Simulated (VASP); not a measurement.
A run of VASP 6.6.1:

INCAR

```
PREC = Accurate
ENCUT = 690
EDIFF = 1E-6
ISMEAR = 0
SIGMA = 0.1
LREAL = F
LASPH = T
NELM = 200
ALGO = Normal
ISIF = 2
LWAVE = F
LCHARG = T
ISPIN = 2
MAGMOM = 0 0 1.19
LORBIT = 11
LMAXMIX = 4
GGA = PS
LELF = T
LVHAR = T
NBANDS = 22
GGA_COMPAT = F
```

The input KPOINTS:

```
regular mesh
0
Gamma
  6 6 6
```

File POSCAR:

```
Be2Co
1.0
    0.0000000000      1.9194920000      5.3325430000
    1.3384940000      0.0000000000      5.3325430000
    1.3384940000      1.9194920000      0.0000000000
Be Co
2 1
Direct
    0.3360580000      0.3360580000      0.6639420000
    0.6639420000      0.6639420000      0.3360580000
    0.0000000000      0.0000000000      0.0000000000
```

Potentials or basis: VASP PAW PBE potentials, release 64 (Be, Co_sv).

Command:

```bash
$ cat potpaw_PBE.64/Be/POTCAR potpaw_PBE.64/Co_sv/POTCAR > POTCAR
$ mpirun -np 1 vasp_std > vasp.out
```

Hardware: 1 thread of Intel(R) Xeon(R) Platinum 8488C (Sapphire Rapids) (shared host).

Q: Estimate the wall time of this run.

A: Wall time 2.8 min on 1 thread of Intel(R) Xeon(R) Platinum 8488C (Sapphire Rapids) (shared host), peak memory 0.28 GiB. Counts: scf iterations 18, k points 46.
